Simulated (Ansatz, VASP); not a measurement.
**Sn in VASP and in Ansatz**

INCAR

```
ALGO = Fast ; EDIFF = 1E-7
ENCUT = 520 ; GGA = PS
ISIF = 2 ; ISMEAR = 0
LASPH = True ; LCHARG = False
LREAL = False ; LWAVE = False
NBANDS = 21 ; NELM = 100
PREC = Accurate ; SIGMA = 0.15
```

KPOINTS

```
k-points
0
Gamma
  16 16 16
```

File POSCAR:

```
Sn
1.0
    0.0000000000      3.2707792804      3.2707792804
    3.4179643480      0.0000000000      3.2707792804
    3.4179643480      3.2707792804      0.0000000000
Sn
2
Direct
    0.5000000000      0.5000000000      0.5000000000
    0.7500000000      0.7500000000      0.7500000000
```

Input for Ansatz:

```yaml
crystal:
  lattice:
    - [0.0, 3.2707792804, 3.2707792804]
    - [3.417964348, 0.0, 3.2707792804]
    - [3.417964348, 3.2707792804, 0.0]
  atoms:
    - { symbol: Sn, position: [0.5, 0.5, 0.5] }
    - { symbol: Sn, position: [0.75, 0.75, 0.75] }
basis:
  ecutwfc: 420
kpoints:
  mp_grid: { grid: [16, 16, 16] }
hamiltonian:
  xc: pbesol
scf:
  occupations: { method: gaussian, width: 0.15 }
output:
  forces: true
  stress: true
  eigenvalues: true
```

Change from the starting cell: strain +0.0450 x Voigt [1, 0, 0, 0, 0, 0], atoms carried along.

Alike in both runs: task single point; functional PBEsol; k mesh 16 × 16 × 16; occupations gaussian, width 0.15 eV; no spin polarisation.

|  | VASP | Ansatz |
| --- | --- | --- |
| version | VASP 6.6.1 | Ansatz 0.2.0 |
| potentials or method | VASP PAW PBE potentials, release 64 (Sn_d), cutoff 520 eV | scalar-relativistic, plane waves, PAW |
| valence electrons in the cell | 28 | 28 |

```csv
,VASP,Ansatz,Ansatz less VASP
gap on the k mesh at the Fermi level (eV),none,none,-
pressure (GPa),-1.7,-1.7,+0.06
"traceless stress, the component that is largest in VASP (GPa)",-0.94,-0.94,+0.002
```

VASP's potentials were made for PBE, not for PBEsol. A gap of «none» marks a metal or a gap that the smearing closes.
